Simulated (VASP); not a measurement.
# Cu (P6_3/mmc) in VASP: a series of runs

Cu is run at these levels: PBE, revPBE, PBE+U; tasks: single point.

Program: VASP 6.6.1. These are calculated values, not measurements. Logs are shortened: lines on timing, memory, paths and dates and some standing lists are left out, and cuts for length are marked.

## 1. The cell of the first run

The structure is hexagonal, space group P6_3/mmc (No. 194). Conventional cell: a = 2.534 Å, b = 2.534 Å, c = 4.113 Å, α = 90.00°, β = 90.00°, γ = 120.00°. Cu (site symmetry -6m2) has 12 Cu at 2.52 to 2.53 Å within 3.3 Å.

## 2. Single point, PBE

Input file INCAR:

```
ALGO     = Normal         # electronic algorithm
EDIFF    = 1E-6           # SCF threshold, eV
ENCUT    = 520            # plane-wave cutoff, eV
GGA      = PE             # functional
ISIF     = 2              # what is computed and relaxed
ISMEAR   = 0              # smearing method
ISYM     = 0            
LASPH    = True           # aspherical terms in the spheres
LCHARG   = False          # write CHGCAR
LREAL    = False          # projectors in reciprocal space
LWAVE    = False          # write WAVECAR
NBANDS   = 18             # bands
NELECT   = 21.9         
NELM     = 60             # most SCF steps
PREC     = Accurate       # precision mode
SIGMA    = 0.1            # smearing width, eV
```

Input file KPOINTS:

```
k-points
0
Gamma
  4 6 1
```

Input file POSCAR:

```
Cu
1.0
    2.5340966698      0.0000000000      0.0000000000
   -1.2670483349      2.1945920917      0.0000000000
    0.0000000000      0.0000000000      4.1125710000
Cu
2
Direct
    0.3333333333      0.6666666667      0.2500000000
    0.6666666667      0.3333333333      0.7500000000
```

Potentials or basis: VASP PAW PBE potentials, release 64 (Cu).

Run with:

```bash
> cat potpaw_PBE.64/Cu/POTCAR > POTCAR
> mpirun -np 1 vasp_std > vasp.out
```

OUTCAR:

```text
EDIFF = 1E-6
   ENCUT = 520
   GGA = PE
   ISIF = 2
   ISMEAR = 0
   ISYM = 0
   LASPH = True
   LREAL = False
   NELECT = 21.9
   NELM = 60
   PREC = Accurate

 ion  position               nearest neighbor table
   1  0.333  0.667  0.250-   2 2.52   2 2.52   2 2.52   2 2.52   2 2.52   2 2.52
   2  0.667  0.333  0.750-   1 2.52   1 2.52   1 2.52   1 2.52   1 2.52   1 2.52

IMPORTANT INFORMATION: All symmetrisations will be switched off!
NOSYMM: (Re-)initialisation of all symmetry stuff for point group C_1.

----------------------------------------------------------------------------------------

                                     Primitive cell

  volume of cell :      22.8713

  direct lattice vectors                    reciprocal lattice vectors
     2.534096670  0.000000000  0.000000000     0.394617937  0.227832772  0.000000000
    -1.267048335  2.194592092  0.000000000     0.000000000  0.455665544  0.000000000
     0.000000000  0.000000000  4.112571000     0.000000000  0.000000000  0.243156896

  length of vectors
     2.534096670  2.534096670  4.112571000     0.455665544  0.455665544  0.243156896

  position of ions in fractional coordinates (direct lattice)
     0.333333333  0.666666667  0.250000000
     0.666666667  0.333333333  0.750000000

  ion indices of the primitive-cell ions
   primitive index   ion index
                 1           1
                 2           2

----------------------------------------------------------------------------------------

 KPOINTS: k-points

Automatic generation of k-mesh.
 Grid dimensions read from file:
 generate k-points for:    4    6    1

 Generating k-lattice:

  Cartesian coordinates                     Fractional coordinates (reciprocal lattice)
     0.098654484  0.056958193  0.000000000     0.250000000 -0.000000000  0.000000000
     0.000000000  0.075944257  0.000000000     0.000000000  0.166666667  0.000000000
     0.000000000  0.000000000  0.243156896     0.000000000  0.000000000  1.000000000

  Length of vectors
     0.113916386  0.075944257  0.243156896

  Shift w.r.t. Gamma in fractional coordinates (k-lattice)
     0.000000000  0.000000000  0.000000000

 -----------------------------------------------------------------------------
|                                                                             |
|           W    W    AA    RRRRR   N    N  II  N    N   GGGG   !!!           |
|           W    W   A  A   R    R  NN   N  II  NN   N  G    G  !!!           |
|           W    W  A    A  R    R  N N  N  II  N N  N  G       !!!           |
|           W WW W  AAAAAA  RRRRR   N  N N  II  N  N N  G  GGG   !            |
|           WW  WW  A    A  R   R   N   NN  II  N   NN  G    G                |
|           W    W  A    A  R    R  N    N  II  N    N   GGGG   !!!           |
|                                                                             |
|     Your reciprocal lattice and k-lattice belong to different lattice       |
|     classes:                                                                |
|                                                                             |
|        The reciprocal lattice is hexagonal,                                 |
|        whereas your k-lattice is simple monoclinic.                         |
|                                                                             |
|     Results are often still useful ...                                      |
|                                                                             |
 -----------------------------------------------------------------------------

 WARNING: IBZKPT: internal override: KBLOWUP is changed to .FALSE.
      ... skipping the blow-up phase ...

 Subroutine IBZKPT returns following result:
 ===========================================

 Found     14 irreducible k-points:

 Following reciprocal coordinates:
            Coordinates               Weight
  0.000000  0.000000  0.000000      1.000000
  0.250000 -0.000000  0.000000      2.000000
  0.500000 -0.000000  0.000000      1.000000
  0.000000  0.166667  0.000000      2.000000
  0.250000  0.166667  0.000000      2.000000
  0.500000  0.166667  0.000000      2.000000
 -0.250000  0.166667  0.000000      2.000000
  0.000000  0.333333  0.000000      2.000000
  0.250000  0.333333  0.000000      2.000000
  0.500000  0.333333  0.000000      2.000000
 -0.250000  0.333333  0.000000      2.000000
  0.000000  0.500000  0.000000      1.000000
  0.250000  0.500000  0.000000      2.000000
  0.500000  0.500000  0.000000      1.000000
   k-points           NKPTS =     14   k-points in BZ     NKDIM =     14   number of bands    NBANDS=     18
   number of dos      NEDOS =    301   number of ions     NIONS =      2
   total plane-waves  NPLWV =  12800
   dimension x,y,z NGX =    20 NGY =   20 NGZ =   32
   dimension x,y,z NGXF=    40 NGYF=   40 NGZF=   64
   ions per type =               2
   NGX,Y,Z   is equivalent  to a cutoff of  13.12, 13.12, 12.94 a.u.
   NGXF,Y,Z  is equivalent  to a cutoff of  26.24, 26.24, 25.87 a.u.
 SYSTEM =  unknown system
   PREC   = accura    normal or accurate (medium, high low for compatibility)
   ISTART =      0    job   : 0-new  1-cont  2-samecut
   ICHARG =      2    charge: 1-file 2-atom 10-const
   ISPIN  =      1    spin polarized calculation?
   LNONCOLLINEAR =      F non collinear calculations
   LSORBIT =      F    spin-orbit coupling
   LASPH  =      T    aspherical Exc in radial PAW
   ENCUT  =  520.0 eV  38.22 Ry    6.18 a.u.   4.71  4.71  7.65*2*pi/ulx,y,z
   NELM   =     60;   NELMIN=  2; NELMDL= -5     # of ELM steps
   EDIFF  = 0.1E-05   stopping-criterion for ELM
   LREAL  =      F    real-space projection
   EDIFFG = 0.1E-04   stopping-criterion for IOM
   NSW    =      0    number of steps for IOM
   IBRION =     -1    ionic relax: 0-MD 1-quasi-New 2-CG
   NFREE  =      0    steps in history (QN), initial steepest desc. (CG)
   ISIF   =      2    stress and relaxation
   ISYM   =      0    0-nonsym 1-usesym 2-fastsym
   POTIM  = 0.5000    time-step for ionic-motion
   TEBEG  =    0.0;   TEEND  =   0.0 temperature during run
   PSTRESS=    0.0 pullay stress
   NELECT =      21.9000    total number of electrons
   NUPDOWN=      -1.0000    fix difference up-down
   EMIN   =  10.00;   EMAX   =-10.00  energy-range for DOS
   EFERMI =   0.00;   METHOD = LEGACY
   ISMEAR =     0;   SIGMA  =   0.10  broadening in eV -4-tet -1-fermi 0-gaus
   EFERMI_NEDOS =   21; number of points for ismear=-14 and -15
   IALGO  =     38    algorithm
   IMIX   =      4    mixing-type and parameters
     AMIX     =   0.40;   BMIX     =  1.00
     AMIX_MAG =   1.60;   BMIX_MAG =  1.00
  volume/ion in A,a.u.               =      11.44        77.17
  Fermi-wavevector in a.u.,A,eV,Ry     =   1.613588  3.049240 35.425043  2.603667
  Thomas-Fermi vector in A             =   2.708634
   LORBIT       =      0    0 simple, 1 ext, 2 COOP (PROOUT), +10 PAW based schemes
   GGA     = PE    functional components
   LHFCALC =     F    Hartree Fock is set to
   AEXX    =    0.0000 exact exchange contribution
   IVDW    =     0    specifies the selected vdW correction
   LEPSILON=     F    determine dielectric tensor
   LRPA    =     F    only Hartree local field effects (RPA)
 non-spin polarized calculation
 Gauss-broadening in eV      SIGMA  =   0.10
  energy-cutoff  :      520.00
  volume of cell :       22.87
 maximum number of plane-waves:       631
 NGX is ok and might be reduce to    20
   NGX =  9   NGY =  9   NGZ = 15

 number of electron      21.8999979 magnetization

 Free energy of the ion-electron system (eV)
  ---------------------------------------------------
  ext. energy  EPLUGINS =         0.00000000
  ---------------------------------------------------
  free energy    TOTEN  =        -8.28172855 eV

  energy without entropy =       -8.27947522  energy(sigma->0) =       -8.28060188

 E-fermi :   8.1478     XC(G=0): -12.8563

 val. band max:        8.0548942162   @ k =   0.5000   0.5000   0.0000
 cond. band min:       9.2380963457   @ k =   0.0000   0.1667   0.0000
 fundamental gap:      1.1832021294
 Fermi energy:         8.1478140914

 k-point     1 :       0.0000    0.0000    0.0000
  band No.  band energies     occupation
      1      -1.5600      2.00000
      2       2.7773      2.00000
      3       4.8845      2.00000
      4       5.0666      2.00000
      5       5.0751      2.00000
      6       5.2925      2.00000
[... 10 lines left out ...]
     17      31.8234      0.00000
     18      31.8347      0.00000

 k-point     2 :       0.2500   -0.0000    0.0000
  band No.  band energies     occupation
      1       0.3878      2.00000
      2       3.5515      2.00000
      3       4.2122      2.00000
      4       4.5036      2.00000
      5       5.0048      2.00000
      6       5.1281      2.00000
[... 10 lines left out ...]
     17      26.7095      0.00000
     18      29.0577      0.00000

 k-point     3 :       0.5000   -0.0000    0.0000
  band No.  band energies     occupation
      1       3.0878      2.00000
      2       3.3670      2.00000
      3       3.5347      2.00000
      4       4.8583      2.00000
      5       4.8682      2.00000
      6       4.9963      2.00000
[... 10 lines left out ...]
     17      21.2767      0.00000
     18      27.3520      0.00000

 k-point     4 :       0.0000    0.1667    0.0000
  band No.  band energies     occupation
      1      -0.6618      2.00000
      2       3.2397      2.00000
      3       4.6440      2.00000
      4       4.7488      2.00000
      5       5.1202      2.00000
      6       5.2991      2.00000
[... 165 lines left out ...]
      4       4.8588      2.00000
      5       4.8748      2.00000
      6       4.9815      2.00000
[... 10 lines left out ...]
     17      21.2755      0.00000
     18      27.3509      0.00000

 k-point    13 :       0.2500    0.5000    0.0000
  band No.  band energies     occupation
      1       3.1481      2.00000
      2       3.7183      2.00000
      3       3.9520      2.00000
      4       4.0525      2.00000
      5       4.6967      2.00000
      6       5.0264      2.00000
[... 10 lines left out ...]
     17      23.4243      0.00000
     18      23.4459      0.00000

 k-point    14 :       0.5000    0.5000    0.0000
  band No.  band energies     occupation
      1       3.0884      2.00000
      2       3.3472      2.00000
      3       3.5480      2.00000
      4       4.8461      2.00000
      5       4.8788      2.00000
      6       5.0076      2.00000
[... 10 lines left out ...]
     17      21.2788      0.00000
     18      27.3526      0.00000

------------------------ aborting loop because EDIFF is reached ----------------------------------------

  FORCE on cell =-STRESS in cart. coord.  units (eV):
  Direction    XX          YY          ZZ          XY          YZ          ZX
  --------------------------------------------------------------------------------------
  -------------------------------------------------------------------------------------
  Total        1.5849681      0.0315524     -2.5208798     -0.4361151     -0.0000157     -0.0000165
  in kB      111.0300974      2.2103063   -176.5925278    -30.5507127     -0.0011016     -0.0011530
  external PRESSURE =     -21.1173747 kB  Pullay stress =       0.0000000 kB

 VOLUME and BASIS-vectors are now :
 -----------------------------------------------------------------------------
  energy-cutoff  :      520.00
  volume of cell :       22.87
      direct lattice vectors                 reciprocal lattice vectors
     2.534096670  0.000000000  0.000000000     0.394617937  0.227832772  0.000000000
    -1.267048335  2.194592092  0.000000000     0.000000000  0.455665544  0.000000000
     0.000000000  0.000000000  4.112571000     0.000000000  0.000000000  0.243156896

 POSITION                                       TOTAL-FORCE (eV/Angst)
 -----------------------------------------------------------------------------------
     -0.00000      1.46306      1.02814         0.007390      0.031577     -0.000006
      1.26705      0.73153      3.08443        -0.007390     -0.031577      0.000006
 -----------------------------------------------------------------------------------
    total drift:                               -0.000091      0.000038      0.000051

  FREE ENERGIE OF THE ION-ELECTRON SYSTEM (eV)
  ---------------------------------------------------
  free  energy   TOTEN  =        -8.2817285498 eV

  energy  without entropy=       -8.2794752189  energy(sigma->0) =       -8.28060188
```

Run time: 4.2 s. Hardware: 1 thread of AMD EPYC 7R13 (Zen 3), shared host; peak memory 0.1 GiB.

Results:

* Free energy: -8.2817 eV
* Largest force: 0.032 eV/Å

Forces in eV/Å, atoms in the order of the input:
```
Cu   0.007  0.032  0.000
Cu  -0.007 -0.032  0.000
```

Caveat: the k points lie up to 1.53 Å⁻¹ apart; the cell carries a net charge on a neutralising background, which shifts energy and pressure; the cell is charged against a uniform background, so pressure and absolute levels hang on convention.

(Continued in part 2 of 2.)
